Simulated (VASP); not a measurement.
# Y (P6_3/mmc) in VASP: notebook, part 2 of 2

VASP 6.6.1. The steps go on from the part before.

**4. Single point, RPBE+U**

File INCAR:

```
SYSTEM = Y
PREC     = Accurate       ! precision mode
ENCUT    = 500            ! plane-wave cutoff, eV
EDIFF    = 1E-6           ! SCF threshold, eV
ISMEAR   = -1             ! smearing method
SIGMA    = 0.2585199978643553 ! smearing width, eV
LREAL    = .FALSE.        ! projectors in reciprocal space
LASPH    = .TRUE.         ! aspherical terms in the spheres
NELM     = 200            ! most SCF steps
ALGO     = Normal         ! electronic algorithm
ISIF     = 2              ! what is computed and relaxed
LWAVE    = .FALSE.        ! write WAVECAR
LCHARG   = .TRUE.         ! write CHGCAR
LMAXMIX  = 4              ! l up to which the mixer works
LDAU     = .TRUE.         ! DFT+U
LDAUTYPE = 2            
LDAUL    = 2              ! shell
LDAUU    = 2              ! U, eV
LDAUJ    = 0            
LDAUPRINT= 1            
GGA      = RP             ! functional
LELF     = .TRUE.         ! ELF
LVHAR    = .TRUE.       
NBANDS   = 18             ! bands
GGA_COMPAT= .FALSE.
```

File KPOINTS:

```
regular mesh
0
G
  2 2 1
  0 0 0
```

File POSCAR:

```
Y
1.0
    3.6514992371      0.0000000000      0.0000000000
   -1.8257496185      3.1622911012      0.0000000000
    0.0000000000      0.0000000000      5.7474000000
Y
2
Direct
    0.3333333333      0.6666666667      0.2500000000
    0.6666666667      0.3333333333      0.7500000000
```

Potentials or basis: VASP PAW PBE potentials, release 64 (Y_sv).

Started as:

```sh
cat potpaw_PBE.64/Y_sv/POTCAR > POTCAR
mpirun -np 1 vasp_std > vasp.out
```

OUTCAR:

```text
SYSTEM = Y
   PREC = Accurate
   ENCUT = 500
   EDIFF = 1E-6
   ISMEAR = -1
   LREAL = .FALSE.
   LASPH = .TRUE.
   NELM = 200
   ISIF = 2
   GGA = RP

 ion  position               nearest neighbor table
   1  0.333  0.667  0.250-   2 3.56   2 3.56   2 3.56   2 3.56   2 3.56   2 3.56
   2  0.667  0.333  0.750-   1 3.56   1 3.56   1 3.56   1 3.56   1 3.56   1 3.56

  LATTYP: Found a hexagonal cell.
 ALAT       =     3.6514992371
 C/A-ratio  =     1.5739836234

  Lattice vectors:

 A1 = (   3.6514992371,   0.0000000000,   0.0000000000)
 A2 = (  -1.8257496185,   3.1622911012,   0.0000000000)
 A3 = (   0.0000000000,   0.0000000000,   5.7474000000)

Analysis of symmetry for initial positions (statically):
=====================================================================
 Subroutine PRICEL returns:
 Original cell was already a primitive cell.

 Routine SETGRP: Setting up the symmetry group for a
 hexagonal supercell.

 Subroutine GETGRP returns: Found 24 space group operations
 (whereof 12 operations were pure point group operations)
 out of a pool of 24 trial point group operations.

[... 215 lines left out ...]
 fundamental gap:      0.7697332919
 Fermi energy:         3.0598495290

 k-point     1 :       0.0000    0.0000    0.0000
  band No.  band energies     occupation
      1     -39.8718      2.00000
      2     -39.8037      2.00000
      3     -20.1635      2.00000
      4     -19.6230      2.00000
      5     -19.6230      2.00000
      6     -19.6059      2.00000
[... 10 lines left out ...]
     17       6.4397      0.00000
     18       6.4397      0.00000

 k-point     2 :       0.5000   -0.0000    0.0000
  band No.  band energies     occupation
      1     -39.8160      2.00000
      2     -39.7937      2.00000
      3     -19.9780      2.00000
      4     -19.9282      2.00000
      5     -19.8826      2.00000
      6     -19.7479      2.00000
[... 10 lines left out ...]
     17       9.0431      0.00000
     18       9.1156      0.00000

------------------------ aborting loop because EDIFF is reached ----------------------------------------

  FORCE on cell =-STRESS in cart. coord.  units (eV):
  Direction    XX          YY          ZZ          XY          YZ          ZX
  --------------------------------------------------------------------------------------
  -------------------------------------------------------------------------------------
  Total       -0.1454148     -0.1454148     -1.5392130     -0.0000000     -0.0000000      0.0000000
  in kB       -3.5105473     -3.5105473    -37.1590685     -0.0000000     -0.0000000      0.0000000
  external PRESSURE =     -14.7267210 kB  Pullay stress =       0.0000000 kB

 VOLUME and BASIS-vectors are now :
 -----------------------------------------------------------------------------
  energy-cutoff  :      500.00
  volume of cell :       66.37
      direct lattice vectors                 reciprocal lattice vectors
     3.651499237  0.000000000  0.000000000     0.273860115  0.158113211  0.000000000
    -1.825749618  3.162291101  0.000000000     0.000000000  0.316226422  0.000000000
     0.000000000  0.000000000  5.747400000     0.000000000  0.000000000  0.173991718

 POSITION                                       TOTAL-FORCE (eV/Angst)
 -----------------------------------------------------------------------------------
     -0.00000      2.10819      1.43685         0.000000     -0.000000      0.000000
      1.82575      1.05410      4.31055        -0.000000      0.000000      0.000000
 -----------------------------------------------------------------------------------
    total drift:                                0.000000     -0.000000      0.000000

  FREE ENERGIE OF THE ION-ELECTRON SYSTEM (eV)
  ---------------------------------------------------
  free  energy   TOTEN  =       -11.9192064112 eV

  energy  without entropy=      -11.3774480471  energy(sigma->0) =      -11.64832723
```

OSZICAR:

```text
N       E                     dE             d eps       ncg     rms          rms(c)
DAV:   1     0.929323612068E+02    0.92932E+02   -0.11260E+04    72   0.111E+03
DAV:   2    -0.384920236480E+01   -0.96782E+02   -0.94445E+02    84   0.263E+02
DAV:   3    -0.122585141119E+02   -0.84093E+01   -0.83725E+01   144   0.441E+01
DAV:   4    -0.123649762204E+02   -0.10646E+00   -0.10645E+00    88   0.617E+00
DAV:   5    -0.123664938053E+02   -0.15176E-02   -0.15176E-02   110   0.569E-01    0.283E+01
DAV:   6    -0.119900804466E+02    0.37641E+00   -0.49461E-01    76   0.444E+00    0.180E+01
DAV:   7    -0.119342879442E+02    0.55793E-01   -0.10126E+00    84   0.595E+00    0.223E+00
DAV:   8    -0.119204677827E+02    0.13820E-01   -0.20635E-01    92   0.260E+00    0.882E-01
DAV:   9    -0.119193162519E+02    0.11515E-02   -0.31692E-03    88   0.380E-01    0.291E-01
DAV:  10    -0.119192471751E+02    0.69077E-04   -0.18514E-03    92   0.363E-01    0.171E-01
DAV:  11    -0.119192060320E+02    0.41143E-04   -0.14051E-04    92   0.921E-02    0.233E-02
DAV:  12    -0.119192038676E+02    0.21644E-05   -0.11386E-05    92   0.266E-02    0.199E-02
DAV:  13    -0.119192066338E+02   -0.27662E-05   -0.62659E-06    92   0.214E-02    0.497E-03
DAV:  14    -0.119192064112E+02    0.22254E-06   -0.15133E-07    66   0.274E-03
   1 F= -.11919206E+02 E0= -.11648327E+02  d E =-.541758E+00
```

It took 7.3 s on 1 thread of Intel Xeon 6975P-C (Granite Rapids), shared host; peak memory 0.17 GiB.

Results:

| Item | Value |
| --- | --- |
| Free energy | -11.9192 eV |
| Pressure | -1.5 GPa |
| Band gap on the k mesh | zero (band 11 reaches 3.82 eV, above the bottom of band 12 at 3.05 eV) |

Levels at points of the mesh, in eV from the Fermi level:
| k point | band 9 | band 10 | band 11 | band 12 | band 13 | band 14 |
| --- | --- | --- | --- | --- | --- | --- |
| (0.00, 0.00, 0.00) | -4.68 | -1.59 | 0.76 | 2.31 | 2.31 | 2.52 |
| (0.50, 0.00, 0.00) | -1.50 | -0.83 | -0.44 | -0.01 | 1.68 | 2.03 |

Eigenvalues of the final occupation matrices:
```csv
site,spin,trace,eigenvalues
site 1 d,1,0.46,0.08 0.08 0.10 0.10 0.11
site 1 d,2,0.46,0.08 0.08 0.10 0.10 0.11
site 2 d,1,0.46,0.08 0.08 0.10 0.10 0.11
site 2 d,2,0.46,0.08 0.08 0.10 0.10 0.11
```

Caveat: the k points lie up to 1.09 Å⁻¹ apart; the PAW data sets were made with another functional, which shifts forces and pressure a little; U without spin polarisation on a metal has little footing; the U is typed as a test and isn't derived for this compound.

**5. Single point, PBE**

File INCAR:

```
SYSTEM = Y
PREC = Accurate
ENCUT = 500
EDIFF = 1E-6
ISMEAR = 0
SIGMA = 0.1
LREAL = .False.
LASPH = .True.
NELM = 120
ALGO = Normal
ISIF = 2
LWAVE = .False.
LCHARG = .True.
GGA = PE
LELF = .True.
LVHAR = .True.
ISYM = 0
NBANDS = 18
GGA_COMPAT = .False.
```

File KPOINTS:

```
Automatic mesh
0
Gamma
  3 3 1
  0 0.17 0.72
```

POSCAR is that of step 4.

Potentials or basis: VASP PAW PBE potentials, release 64 (Y_sv).

Started as:

```sh
cat potpaw_PBE.64/Y_sv/POTCAR > POTCAR
mpirun -np 1 vasp_std > vasp.out
```

OUTCAR:

```text
SYSTEM = Y
   PREC = Accurate
   ENCUT = 500
   EDIFF = 1E-6
   ISMEAR = 0
   LREAL = .False.
   LASPH = .True.
   NELM = 120
   ISIF = 2
   GGA = PE
   ISYM = 0

 ion  position               nearest neighbor table
   1  0.333  0.667  0.250-   2 3.56   2 3.56   2 3.56   2 3.56   2 3.56   2 3.56
   2  0.667  0.333  0.750-   1 3.56   1 3.56   1 3.56   1 3.56   1 3.56   1 3.56

IMPORTANT INFORMATION: All symmetrisations will be switched off!
NOSYMM: (Re-)initialisation of all symmetry stuff for point group C_1.
[... 657 lines left out ...]

  FORCE on cell =-STRESS in cart. coord.  units (eV):
  Direction    XX          YY          ZZ          XY          YZ          ZX
  --------------------------------------------------------------------------------------
  -------------------------------------------------------------------------------------
  Total       -0.5271641     -0.5271785      0.0230619     -0.0000046      0.0000003     -0.0000041
  in kB      -12.7265861    -12.7269344      0.5567512     -0.0001105      0.0000083     -0.0000981
  external PRESSURE =      -8.2989231 kB  Pullay stress =       0.0000000 kB

 VOLUME and BASIS-vectors are now :
 -----------------------------------------------------------------------------
  energy-cutoff  :      500.00
  volume of cell :       66.37
      direct lattice vectors                 reciprocal lattice vectors
     3.651499237  0.000000000  0.000000000     0.273860115  0.158113211  0.000000000
    -1.825749618  3.162291101  0.000000000     0.000000000  0.316226422  0.000000000
     0.000000000  0.000000000  5.747400000     0.000000000  0.000000000  0.173991718

 POSITION                                       TOTAL-FORCE (eV/Angst)
 -----------------------------------------------------------------------------------
     -0.00000      2.10819      1.43685         0.000003     -0.000004     -0.000005
      1.82575      1.05410      4.31055        -0.000003      0.000004      0.000005
 -----------------------------------------------------------------------------------
    total drift:                                0.000003      0.000006      0.000001

  FREE ENERGIE OF THE ION-ELECTRON SYSTEM (eV)
  ---------------------------------------------------
  free  energy   TOTEN  =       -12.8226952573 eV

  energy  without entropy=      -12.8012858319  energy(sigma->0) =      -12.81199054
```

OSZICAR:

```text
N       E                     dE             d eps       ncg     rms          rms(c)
DAV:   1     0.859485970079E+02    0.85949E+02   -0.11057E+04  1944   0.112E+03
DAV:   2    -0.593022811544E+01   -0.91879E+02   -0.90434E+02  2432   0.254E+02
DAV:   3    -0.130006921170E+02   -0.70705E+01   -0.70339E+01  3400   0.422E+01
DAV:   4    -0.132131537022E+02   -0.21246E+00   -0.21211E+00  2484   0.729E+00
DAV:   5    -0.132177388247E+02   -0.45851E-02   -0.45836E-02  2830   0.883E-01    0.304E+01
DAV:   6    -0.128882322734E+02    0.32951E+00   -0.43062E-01  2140   0.395E+00    0.190E+01
DAV:   7    -0.128364927020E+02    0.51740E-01   -0.86553E-01  2614   0.516E+00    0.185E+00
DAV:   8    -0.128233105148E+02    0.13182E-01   -0.15208E-01  2326   0.225E+00    0.106E+00
DAV:   9    -0.128226010901E+02    0.70942E-03   -0.41222E-03  2726   0.386E-01    0.427E-01
DAV:  10    -0.128227236982E+02   -0.12261E-03   -0.13738E-03  2076   0.325E-01    0.209E-01
DAV:  11    -0.128226990732E+02    0.24625E-04   -0.82790E-05  3132   0.693E-02    0.369E-02
DAV:  12    -0.128226947610E+02    0.43121E-05   -0.21647E-05  2084   0.398E-02    0.242E-02
DAV:  13    -0.128226952573E+02   -0.49630E-06   -0.21914E-06  1938   0.129E-02
   1 F= -.12822695E+02 E0= -.12811991E+02  d E =-.214094E-01
```

Wall time 30 s (1 thread of Intel Xeon 6975P-C (Granite Rapids), shared host); peak memory 0.21 GiB.

Results:

* Free energy: -12.8227 eV
* Pressure: -0.8 GPa
* Band gap on the k mesh: zero (band 11 reaches 3.51 eV, above the bottom of band 12 at 2.74 eV)

Stress tensor (GPa, compression positive):
```
-1.27  0.00  0.00
 0.00 -1.27  0.00
 0.00  0.00  0.06
```

Caveat: the k points lie up to 1.09 Å⁻¹ apart.

**6. Overview**

| level | U | k mesh | smearing | gap on the mesh (eV) | pressure (GPa) |
| --- | --- | --- | --- | --- | --- |
| PBE | - | 3 × 3 × 1 | gaussian 0.1 eV | none | -3.6 |
| PBE | - | 3 × 3 × 1 | fermi-dirac 0.0861733 eV | none | -3.6 |
| RPBE+U | Y d U = 2.0 eV | 2 × 2 × 1 | fermi-dirac 0.25852 eV | none | -1.5 |
| PBE | - | 3 × 3 × 1, shifted | gaussian 0.1 eV | none | -0.8 |

Alike in all rows: task single point; potentials or basis VASP PAW PBE potentials, release 64 (Y_sv); no spin polarisation; cell as given; cutoff (eV) 500.

Caveats: all runs use coarse meshes; the PAW data sets were made with another functional, which shifts forces and pressure a little (some runs); U without spin polarisation on a metal has little footing (some runs); the U is typed as a test and isn't derived for this compound (some runs).

Total energies depend on the potentials used, so only differences within one code and one set of settings carry meaning.
